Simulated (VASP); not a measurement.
# InSe (R3m) in VASP: single point with PBEsol

Aim: the single point of InSe with PBEsol.

Program: VASP 6.6.1. These are calculated values, not measurements. Logs are shortened: lines on timing, memory, paths and dates and some standing lists are left out, and cuts for length are marked.

## Step 1: The cell of the first run

The structure is trigonal, space group R3m (No. 160). The conventional cell has a = 3.665 Å, b = 3.665 Å, c = 29.719 Å, α = 90.00°, β = 90.00°, γ = 120.00°. Within 3.4 Å of In (site symmetry 3m) lie 3 Se at 2.61 Å and 1 In at 3.33 Å. Within 3.4 Å of In (site symmetry 3m) lie 3 Se at 2.61 Å and 1 In at 3.33 Å. Se (site symmetry 3m) has 3 In at 2.61 Å within 3.4 Å. Se (site symmetry 3m) has 3 In at 2.61 Å within 3.4 Å.

## Step 2: Single point, PBEsol

INCAR

```
PREC = Accurate
ENCUT = 520
EDIFF = 1E-7
ISMEAR = 0
SIGMA = 0.03
LREAL = False
LASPH = True
NELM = 80
ALGO = Normal
ISIF = 2
LWAVE = False
LCHARG = False
GGA = PS
NBANDS = 27
```

KPOINTS

```
Automatic mesh
0
Gamma
  12 12 12
```

POSCAR

```
InSe
1.0
    1.8325203337      1.0580061080      9.9063052067
   -1.8325203337      1.0580061080      9.9063052067
    0.0000000000     -2.1160122160      9.9063052067
In Se
2 2
Direct
    0.0000000000      0.0000000000      0.0000000000
    0.1122000000      0.1122000000      0.1122000000
    0.6155000000      0.6155000000      0.6155000000
    0.8300000000      0.8300000000      0.8300000000
```

Potentials or basis: VASP PAW PBE potentials, release 64 (In_d, Se).

Launch:

```
$ cat potpaw_PBE.64/In_d/POTCAR potpaw_PBE.64/Se/POTCAR > POTCAR
$ mpirun -np 1 vasp_std > vasp.out
```

OUTCAR:

```text
PREC = Accurate
   ENCUT = 520
   EDIFF = 1E-7
   ISMEAR = 0
   LREAL = False
   LASPH = True
   NELM = 80
   ISIF = 2
   GGA = PS

 ion  position               nearest neighbor table
   1  0.000  0.000  0.000-   3 2.61   3 2.61   3 2.61   2 3.33
   2  0.112  0.112  0.112-   4 2.61   4 2.61   4 2.61   1 3.33
   3  0.615  0.615  0.615-   1 2.61   1 2.61   1 2.61
   4  0.830  0.830  0.830-   2 2.61   2 2.61   2 2.61

  LATTYP: Found a trigonal (rhomboedric) cell.
 ALAT       =    10.1297774184
 COS(alpha) =     0.9345472656

  Lattice vectors:

 A1 = (   1.8325203337,   1.0580061080,   9.9063052067)
 A2 = (  -1.8325203337,   1.0580061080,   9.9063052067)
 A3 = (   0.0000000000,  -2.1160122160,   9.9063052067)

Analysis of symmetry for initial positions (statically):
=====================================================================
 Subroutine PRICEL returns:
 Original cell was already a primitive cell.

 Routine SETGRP: Setting up the symmetry group for a
 trigonal (rhombohedral) supercell.

 Subroutine GETGRP returns: Found  6 space group operations
 (whereof  6 operations were pure point group operations)
 out of a pool of 12 trial point group operations.

The static configuration has the point symmetry C_3v.

Analysis of symmetry for dynamics (positions and initial velocities):
=====================================================================
 Subroutine PRICEL returns:
 Original cell was already a primitive cell.

 Routine SETGRP: Setting up the symmetry group for a
 trigonal (rhombohedral) supercell.

 Subroutine GETGRP returns: Found  6 space group operations
 (whereof  6 operations were pure point group operations)
 out of a pool of 12 trial point group operations.

The dynamic configuration has the point symmetry C_3v.

 Subroutine INISYM returns: Found  6 space group operations
 (whereof  6 operations are pure point group operations),
 and found     1 'primitive' translations

----------------------------------------------------------------------------------------

                                     Primitive cell

  volume of cell :     115.2391

  direct lattice vectors                    reciprocal lattice vectors
     1.832520334  1.058006108  9.906305207     0.272848268  0.157529021  0.033648603
    -1.832520334  1.058006108  9.906305207    -0.272848268  0.157529021  0.033648603
     0.000000000 -2.116012216  9.906305207     0.000000000 -0.315058042  0.033648603

  length of vectors
    10.129777418 10.129777418 10.129777418     0.316849805  0.316849805  0.316849805

  position of ions in fractional coordinates (direct lattice)
     0.000000000  0.000000000  0.000000000
     0.112200000  0.112200000  0.112200000
     0.615500000  0.615500000  0.615500000
     0.830000000  0.830000000  0.830000000

  ion indices of the primitive-cell ions
   primitive index   ion index
                 1           1
                 2           2
                 3           3
                 4           4

----------------------------------------------------------------------------------------

 KPOINTS: Automatic mesh

Automatic generation of k-mesh.
 Grid dimensions read from file:
 generate k-points for:   12   12   12

 Generating k-lattice:

  Cartesian coordinates                     Fractional coordinates (reciprocal lattice)
     0.022737356  0.013127418  0.002804050     0.083333333 -0.000000000 -0.000000000
    -0.022737356  0.013127418  0.002804050    -0.000000000  0.083333333 -0.000000000
     0.000000000 -0.026254837  0.002804050    -0.000000000 -0.000000000  0.083333333

  Length of vectors
     0.026404150  0.026404150  0.026404150

  Shift w.r.t. Gamma in fractional coordinates (k-lattice)
     0.000000000  0.000000000  0.000000000

 Subroutine IBZKPT returns following result:
 ===========================================

 Found    189 irreducible k-points:

 Following reciprocal coordinates:
            Coordinates               Weight
  0.000000  0.000000  0.000000      1.000000
  0.083333 -0.000000  0.000000      6.000000
  0.166667 -0.000000  0.000000      6.000000
  0.250000  0.000000  0.000000      6.000000
  0.333333  0.000000  0.000000      6.000000
  0.416667  0.000000  0.000000      6.000000
[... 16 lines left out ...]
  0.500000  0.166667  0.000000     12.000000
 -0.416667  0.166667  0.000000     12.000000
 [... further k-points ...]
   k-points           NKPTS =    189   k-points in BZ     NKDIM =    189   number of bands    NBANDS=     27
   number of dos      NEDOS =    301   number of ions     NIONS =      4
   total plane-waves  NPLWV = 512000
   dimension x,y,z NGX =    80 NGY =   80 NGZ =   80
   dimension x,y,z NGXF=   160 NGYF=  160 NGZF=  160
   ions per type =               2   2
   NGX,Y,Z   is equivalent  to a cutoff of  13.13, 13.13, 13.13 a.u.
   NGXF,Y,Z  is equivalent  to a cutoff of  26.26, 26.26, 26.26 a.u.
 SYSTEM =  unknown system
   PREC   = accura    normal or accurate (medium, high low for compatibility)
   ISTART =      0    job   : 0-new  1-cont  2-samecut
   ICHARG =      2    charge: 1-file 2-atom 10-const
   ISPIN  =      1    spin polarized calculation?
   LNONCOLLINEAR =      F non collinear calculations
   LSORBIT =      F    spin-orbit coupling
   LASPH  =      T    aspherical Exc in radial PAW
   ENCUT  =  520.0 eV  38.22 Ry    6.18 a.u.  18.83 18.83 18.83*2*pi/ulx,y,z
   NELM   =     80;   NELMIN=  2; NELMDL= -5     # of ELM steps
   EDIFF  = 0.1E-06   stopping-criterion for ELM
   LREAL  =      F    real-space projection
   EDIFFG = 0.1E-05   stopping-criterion for IOM
   NSW    =      0    number of steps for IOM
   IBRION =     -1    ionic relax: 0-MD 1-quasi-New 2-CG
   NFREE  =      0    steps in history (QN), initial steepest desc. (CG)
   ISIF   =      2    stress and relaxation
   ISYM   =      2    0-nonsym 1-usesym 2-fastsym
   POTIM  = 0.5000    time-step for ionic-motion
   TEBEG  =    0.0;   TEEND  =   0.0 temperature during run
   PSTRESS=    0.0 pullay stress
   NELECT =      38.0000    total number of electrons
   NUPDOWN=      -1.0000    fix difference up-down
   EMIN   =  10.00;   EMAX   =-10.00  energy-range for DOS
   EFERMI =   0.00;   METHOD = LEGACY
   ISMEAR =     0;   SIGMA  =   0.03  broadening in eV -4-tet -1-fermi 0-gaus
   EFERMI_NEDOS =   21; number of points for ismear=-14 and -15
   IALGO  =     38    algorithm
   IMIX   =      4    mixing-type and parameters
     AMIX     =   0.40;   BMIX     =  1.00
     AMIX_MAG =   1.60;   BMIX_MAG =  1.00
  volume/ion in A,a.u.               =      28.81       194.42
  Fermi-wavevector in a.u.,A,eV,Ry     =   1.131018  2.137313 17.404585  1.279201
  Thomas-Fermi vector in A             =   2.267716
   LORBIT       =      0    0 simple, 1 ext, 2 COOP (PROOUT), +10 PAW based schemes
   GGA     = PS    functional components
   LHFCALC =     F    Hartree Fock is set to
   AEXX    =    0.0000 exact exchange contribution
   IVDW    =     0    specifies the selected vdW correction
   LEPSILON=     F    determine dielectric tensor
   LRPA    =     F    only Hartree local field effects (RPA)
 non-spin polarized calculation
 Gauss-broadening in eV      SIGMA  =   0.03
  energy-cutoff  :      520.00
  volume of cell :      115.24
 maximum number of plane-waves:      3123
 NGX is ok and might be reduce to    80
   NGX = 37   NGY = 37   NGZ = 37

 number of electron      38.0000004 magnetization

 Free energy of the ion-electron system (eV)
  ---------------------------------------------------
  ext. energy  EPLUGINS =         0.00000000
  ---------------------------------------------------
  free energy    TOTEN  =       -14.55613578 eV

  energy without entropy =      -14.55613578  energy(sigma->0) =      -14.55613578

 E-fermi :   3.9373     XC(G=0):  -9.1652

 val. band max:        3.8061692065   @ k =   0.5000   0.5000   0.5000
 cond. band min:       4.0680574324   @ k =   0.5000   0.5000   0.5000
 fundamental gap:      0.2618882258
 Fermi energy:         3.9373090421

 k-point     1 :       0.0000    0.0000    0.0000
  band No.  band energies     occupation
      1     -10.4669      2.00000
      2     -10.4669      2.00000
      3     -10.4553      2.00000
      4     -10.4553      2.00000
      5     -10.4427      2.00000
      6     -10.3234      2.00000
[... 19 lines left out ...]
     26      10.7197      0.00000
     27      11.4031      0.00000

 k-point     2 :       0.0833   -0.0000    0.0000
  band No.  band energies     occupation
      1     -10.5216      2.00000
      2     -10.4998      2.00000
      3     -10.4577      2.00000
      4     -10.4457      2.00000
      5     -10.4285      2.00000
      6     -10.3472      2.00000
[... 19 lines left out ...]
     26      10.8378      0.00000
     27      11.3915      0.00000

 k-point     3 :       0.1667   -0.0000    0.0000
  band No.  band energies     occupation
      1     -10.6302      2.00000
      2     -10.6013      2.00000
      3     -10.4342      2.00000
      4     -10.4203      2.00000
      5     -10.4112      2.00000
      6     -10.3701      2.00000
[... 19 lines left out ...]
     26      11.0150      0.00000
     27      11.1298      0.00000

 k-point     4 :       0.2500    0.0000    0.0000
  band No.  band energies     occupation
      1     -10.7361      2.00000
      2     -10.7053      2.00000
      3     -10.4108      2.00000
      4     -10.4085      2.00000
      5     -10.3884      2.00000
      6     -10.3673      2.00000
[... 19 lines left out ...]
     26      10.9561      0.00000
     27      11.1441      0.00000

 k-point     5 :       0.3333    0.0000    0.0000
  band No.  band energies     occupation
      1     -10.8173      2.00000
      2     -10.7866      2.00000
      3     -10.4255      2.00000
      4     -10.3946      2.00000
      5     -10.3847      2.00000
      6     -10.3635      2.00000
[... 19 lines left out ...]
     26      10.6889      0.00000
     27      10.7122      0.00000

 k-point     6 :       0.4167    0.0000    0.0000
  band No.  band energies     occupation
      1     -10.8676      2.00000
      2     -10.8373      2.00000
      3     -10.4376      2.00000
      4     -10.3970      2.00000
      5     -10.3914      2.00000
      6     -10.3524      2.00000
[... 444 lines left out ...]
      1     -10.7676      2.00000
      2     -10.7402      2.00000
      3     -10.4198      2.00000
      4     -10.3910      2.00000
      5     -10.3895      2.00000
      6     -10.3727      2.00000
[... 19 lines left out ...]
     26      10.9811      0.00000
     27      11.3777      0.00000

 k-point    22 :       0.4167    0.1667    0.0000
  band No.  band energies     occupation
      1     -10.8248      2.00000
      2     -10.7985      2.00000
      3     -10.4165      2.00000
      4     -10.3973      2.00000
      5     -10.3782      2.00000
      6     -10.3664      2.00000
[... 19 lines left out ...]
     26      10.8668      0.00000
     27      11.3737      0.00000

 k-point    23 :       0.5000    0.1667    0.0000
  band No.  band energies     occupation
      1     -10.8613      2.00000
      2     -10.8355      2.00000
      3     -10.4181      2.00000
      4     -10.4051      2.00000
      5     -10.3762      2.00000
      6     -10.3681      2.00000
[... 19 lines left out ...]
     26      10.5328      0.00000
     27      10.8659      0.00000

 k-point    24 :      -0.4167    0.1667    0.0000
  band No.  band energies     occupation
      1     -10.8741      2.00000
      2     -10.8478      2.00000
      3     -10.4187      2.00000
      4     -10.4090      2.00000
      5     -10.3763      2.00000
      6     -10.3692      2.00000
[... 19 lines left out ...]
     26      10.4098      0.00000
     27      10.7070      0.00000

 [... further k-points ...]

------------------------ aborting loop because EDIFF is reached ----------------------------------------

  FORCE on cell =-STRESS in cart. coord.  units (eV):
  Direction    XX          YY          ZZ          XY          YZ          ZX
  --------------------------------------------------------------------------------------
  -------------------------------------------------------------------------------------
  Total        5.4405218      5.4405218     -5.6675889      0.0000000      0.0000000     -0.0000000
  in kB       75.6399455     75.6399455    -78.7968746      0.0000000      0.0000000     -0.0000000
  external PRESSURE =      24.1610055 kB  Pullay stress =       0.0000000 kB

 VOLUME and BASIS-vectors are now :
 -----------------------------------------------------------------------------
  energy-cutoff  :      520.00
  volume of cell :      115.24
      direct lattice vectors                 reciprocal lattice vectors
     1.832520334  1.058006108  9.906305207     0.272848268  0.157529021  0.033648603
    -1.832520334  1.058006108  9.906305207    -0.272848268  0.157529021  0.033648603
     0.000000000 -2.116012216  9.906305207     0.000000000 -0.315058042  0.033648603

 POSITION                                       TOTAL-FORCE (eV/Angst)
 -----------------------------------------------------------------------------------
      0.00000      0.00000      0.00000         0.000000     -0.000000      0.816162
      0.00000      0.00000      3.33446         0.000000     -0.000000     -0.820441
      0.00000      0.00000     18.29199         0.000000      0.000000      0.387716
      0.00000      0.00000     24.66670         0.000000      0.000000     -0.383437
 -----------------------------------------------------------------------------------
    total drift:                               -0.000000     -0.000000      0.000220

  FREE ENERGIE OF THE ION-ELECTRON SYSTEM (eV)
  ---------------------------------------------------
  free  energy   TOTEN  =       -14.5561357756 eV

  energy  without entropy=      -14.5561357756  energy(sigma->0) =      -14.55613578
```

Run time: 75 min. Hardware: 1 thread of Intel Xeon Platinum 8488C (Sapphire Rapids), shared host; peak memory 1.2 GiB.

What came out:

| Quantity | Value |
| --- | --- |
| Free energy | -14.5561 eV |
| Pressure | 2.4 GPa |
| Largest force | 0.820 eV/Å |
| Band gap on the k mesh | 0.26 eV |

Forces on the atoms (eV/Å):
```
In   0.000  0.000  0.816
In   0.000  0.000 -0.820
Se   0.000  0.000  0.388
Se   0.000  0.000 -0.383
```

Stress tensor (GPa, compression positive):
```
 7.56  0.00  0.00
 0.00  7.56  0.00
 0.00  0.00 -7.88
```

Caveat: the PAW data sets were made with another functional, which shifts forces and pressure a little; spin-orbit coupling is left out, which moves the levels of the heavy elements.
